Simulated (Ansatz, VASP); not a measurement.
## One calculation of Rh, two programs

Contents of INCAR:

```
SYSTEM = Rh
PREC     = Accurate       ! precision mode
ENCUT    = 520            ! plane-wave cutoff, eV
EDIFF    = 1E-6           ! SCF threshold, eV
ISMEAR   = -1             ! smearing method
SIGMA    = 0.05           ! smearing width, eV
LREAL    = .FALSE.        ! projectors in reciprocal space
LASPH    = .TRUE.         ! aspherical terms in the spheres
NELM     = 150            ! most SCF steps
ALGO     = Normal         ! electronic algorithm
ISIF     = 2              ! what is computed and relaxed
LWAVE    = .FALSE.        ! write WAVECAR
LCHARG   = .FALSE.        ! write CHGCAR
ISPIN    = 2              ! spin polarisation
MAGMOM   = 1              ! initial moments
LORBIT   = 11             ! projections on sites
LMAXMIX  = 4              ! l up to which the mixer works
GGA      = PE             ! functional
NBANDS   = 18             ! bands
```

The input KPOINTS:

```
Automatic mesh
0
G
  23 23 23
  0 0 0
```

POSCAR

```
Rh
1.0
    0.0000000000      1.9404250384      1.9404250384
    1.9404250384      0.0000000000      1.9404250384
    1.9404250384      1.9404250384      0.0000000000
Rh
1
Direct
    0.0000000000      0.0000000000      0.0000000000
```

Input for Ansatz:

```yaml
crystal:
  lattice:
    - [0.0, 1.9404250383, 1.9404250383]
    - [1.9404250383, 0.0, 1.9404250383]
    - [1.9404250383, 1.9404250383, 0.0]
  atoms:
    - { symbol: Rh, position: [0.0, 0.0, 0.0], spin: 1.0 }
hamiltonian:
  xc: pbe
  pseudopotentials:
    kind: paw
    azcp:
      Rh: "pseudopotentials/Rh.paw.azcp"
basis:
  ecutwfc: 420
  fft_grid_basis: typed
kpoints:
  mp_grid: { grid: [23, 23, 23], shift: [0, 0, 0] }
magnetization:
  spin_polarized: true
scf:
  occupations: { method: fermi_dirac, width: 0.05 }
output:
  stress: true
```

Alike in both runs: task single point; functional PBE; k mesh 23 × 23 × 23; occupations fermi-dirac, width 0.05 eV; collinear spin.

|  | VASP | Ansatz |
| --- | --- | --- |
| version | VASP 6.6.1 | Ansatz 0.2.0 |
| potentials or method | VASP PAW PBE potentials, release 64 (Rh_pv), cutoff 520 eV | plane waves (420 eV) with PAW, scalar-relativistic |
| valence electrons in the cell | 15 | 17 |

```tsv
	VASP	Ansatz	Ansatz less VASP
pressure (GPa)	-9.1	-9.1	0.00
net moment per atom (μB)	0.00	0.00	0.000
```

With one functional, cell and mesh, what is left measures potentials, basis and numerics. VASP's potentials hold 15 valence electrons a cell and Ansatz's 17, so a difference there can come from the potentials and not from the codes. Ansatz's warnings: seeded moment not kept.
